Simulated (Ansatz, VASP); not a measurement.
## One calculation of MgO, two programs

```
CELL_PARAMETERS angstrom
0.00000 6.32550 6.32550
6.32550 0.00000 6.32550
6.32550 6.32550 0.00000
ATOMIC_POSITIONS crystal
Mg 0.00000 0.00000 0.00000
Mg 0.00000 0.00000 0.33333
Mg 0.00000 0.00000 0.66667
Mg 0.00000 0.33333 0.00000
Mg 0.00000 0.33333 0.33333
Mg 0.00000 0.33333 0.66667
Mg 0.00000 0.66667 0.00000
Mg 0.00000 0.66667 0.33333
Mg 0.00000 0.66667 0.66667
Mg 0.33333 0.00000 0.00000
Mg 0.33333 0.00000 0.33333
Mg 0.33333 0.00000 0.66667
Mg 0.33333 0.33333 0.00000
Mg 0.33333 0.33333 0.33333
Mg 0.33333 0.33333 0.66667
Mg 0.33333 0.66667 0.00000
Mg 0.33333 0.66667 0.33333
Mg 0.33333 0.66667 0.66667
Mg 0.66667 0.00000 0.00000
Mg 0.66667 0.00000 0.33333
Mg 0.66667 0.00000 0.66667
Mg 0.66667 0.33333 0.00000
Mg 0.66667 0.33333 0.33333
Mg 0.66667 0.33333 0.66667
Mg 0.66667 0.66667 0.00000
Mg 0.66667 0.66667 0.33333
Mg 0.66667 0.66667 0.66667
O 0.16667 0.16667 0.16667
O 0.16667 0.16667 0.50000
O 0.16667 0.16667 0.83333
O 0.16667 0.50000 0.16667
O 0.16667 0.50000 0.50000
O 0.16667 0.50000 0.83333
O 0.16667 0.83333 0.16667
O 0.16667 0.83333 0.50000
O 0.16667 0.83333 0.83333
O 0.50000 0.16667 0.16667
O 0.50000 0.16667 0.50000
O 0.50000 0.16667 0.83333
O 0.50000 0.50000 0.16667
O 0.50000 0.50000 0.50000
O 0.50000 0.50000 0.83333
O 0.50000 0.83333 0.16667
O 0.50000 0.83333 0.50000
O 0.50000 0.83333 0.83333
O 0.83333 0.16667 0.16667
O 0.83333 0.16667 0.50000
O 0.83333 0.16667 0.83333
O 0.83333 0.50000 0.16667
O 0.83333 0.50000 0.50000
O 0.83333 0.50000 0.83333
O 0.83333 0.83333 0.16667
O 0.83333 0.83333 0.50000
O 0.83333 0.83333 0.83333
```

Alike in both runs: task single point; functional PBE; k mesh 2 × 2 × 2; occupations gaussian, width 0.05 eV; no spin polarisation.

|  | VASP | Ansatz |
| --- | --- | --- |
| version | VASP 6.6.1 | Ansatz 0.2.0 |
| potentials or method | VASP PAW PBE potentials, release 64 (Mg, O), cutoff 520 eV | scalar-relativistic, plane waves, PAW |
| valence electrons in the cell | 216 | 432 |

```tsv
	VASP	Ansatz	Ansatz less VASP
gap on the k mesh at the Fermi level (eV)	4.69	4.71	+0.017
```

VASP's potentials hold 216 valence electrons a cell and Ansatz's 432, so a difference there can come from the potentials and not from the codes. Ansatz's warnings: structure snapped to symmetry.

The k mesh is coarse, so the values compare programs but aren't converged.
